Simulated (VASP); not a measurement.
Here is a VASP 6.6.1 calculation.

Contents of INCAR:

```
ALGO     = Fast           # electronic algorithm
EDIFF    = 1E-6           # SCF threshold, eV
ENCUT    = 520            # plane-wave cutoff, eV
GGA      = PE             # functional
ISIF     = 2              # what is computed and relaxed
ISMEAR   = 0              # smearing method
LASPH    = True           # aspherical terms in the spheres
LCHARG   = True           # write CHGCAR
LELF     = True           # ELF
LREAL    = False          # projectors in reciprocal space
LVHAR    = True         
LWAVE    = False          # write WAVECAR
NBANDS   = 41             # bands
NELM     = 60             # most SCF steps
PREC     = Accurate       # precision mode
SIGMA    = 0.1            # smearing width, eV
```

File KPOINTS:

```
k-points
0
Gamma
  18 18 4
```

POSCAR

```
Cu2Ni
1.0
    2.5231797970      0.0000000000      0.0000000000
   -1.2615898985      2.1851378026      0.0000000000
    0.0000000000      0.0000000000     12.5531938000
Cu Ni
4 2
Direct
    0.3333333333      0.6666666667      0.8302840000
    0.3333333333      0.6666666667      0.1697160000
    0.3333333333      0.6666666667      0.5000000000
    0.6666666667      0.3333333333      0.0000000000
    0.6666666667      0.3333333333      0.3345250000
    0.6666666667      0.3333333333      0.6654750000
```

Potentials or basis: VASP PAW PBE potentials, release 64 (Cu, Ni).

Command:

```bash
$ cat potpaw_PBE.64/Cu/POTCAR potpaw_PBE.64/Ni/POTCAR > POTCAR
$ mpirun -np 1 vasp_std > vasp.out
```

(1) Estimate the largest force.

(2) Predict the band gap on the k mesh.

## Answers

(1) 0.013 eV/Å.

(2) zero (bands 32 and 33 overlap by 4.34 eV).
